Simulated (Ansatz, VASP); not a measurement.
# Hg: VASP beside Ansatz

Contents of INCAR:

```
SYSTEM = Hg
PREC = Accurate
ENCUT = 520
EDIFF = 1E-7
ISMEAR = 0
SIGMA = 0.15
LREAL = .False.
LASPH = .True.
NELM = 60
ALGO = Fast
ISIF = 2
LWAVE = .False.
LCHARG = .False.
GGA = PS
IVDW = 12
NBANDS = 19
```

KPOINTS

```
regular mesh
0
Gamma
  18 18 10
  0 0 0
```

Contents of POSCAR:

```
Hg
1.0
    3.2795780189      0.0000000000      0.0000000000
   -1.6397890095      2.8401978781      0.0000000000
    0.0000000000      0.0000000000      5.0498942335
Hg
2
Direct
    0.6666666667      0.3333333333      0.7500000000
    0.3333333333      0.6666666667      0.2500000000
```

Input for Ansatz:

```yaml
crystal:
  lattice:
    - [3.2795780189, 0.0, 0.0]
    - [-1.6397890095, 2.8401978781, 0.0]
    - [0.0, 0.0, 5.0498942335]
  atoms:
    - { symbol: Hg, position: [0.6666666667, 0.3333333333, 0.75] }
    - { symbol: Hg, position: [0.3333333333, 0.6666666667, 0.25] }
basis:
  ecutwfc: 420
kpoints:
  mp_grid: { grid: [18, 18, 10] }
hamiltonian:
  xc: pbesol
  dispersion: d3bj
scf:
  occupations: { method: gaussian, width: 0.15 }
output:
  forces: true
  stress: true
  eigenvalues: true
```

Alike in both runs: task single point; functional PBEsol; dispersion D3(BJ); k mesh 18 × 18 × 10; occupations gaussian, width 0.15 eV; no spin polarisation.

|  | VASP | Ansatz |
| --- | --- | --- |
| version | VASP 6.6.1 | Ansatz 0.2.0 |
| potentials or method | VASP PAW PBE potentials, release 64 (Hg), cutoff 520 eV | scalar-relativistic, plane waves, PAW |
| valence electrons in the cell | 24 | 40 |

```tsv
	VASP	Ansatz	Ansatz less VASP
gap on the k mesh at the Fermi level (eV)	none	none	-
pressure (GPa)	-2.4	-2.7	-0.36
```

VASP's potentials were made for PBE, not for PBEsol. A gap of «none» marks a metal or a gap that the smearing closes. VASP's potentials hold 24 valence electrons a cell and Ansatz's 40, so a difference there can come from the potentials and not from the codes.

Spin-orbit coupling is off throughout.
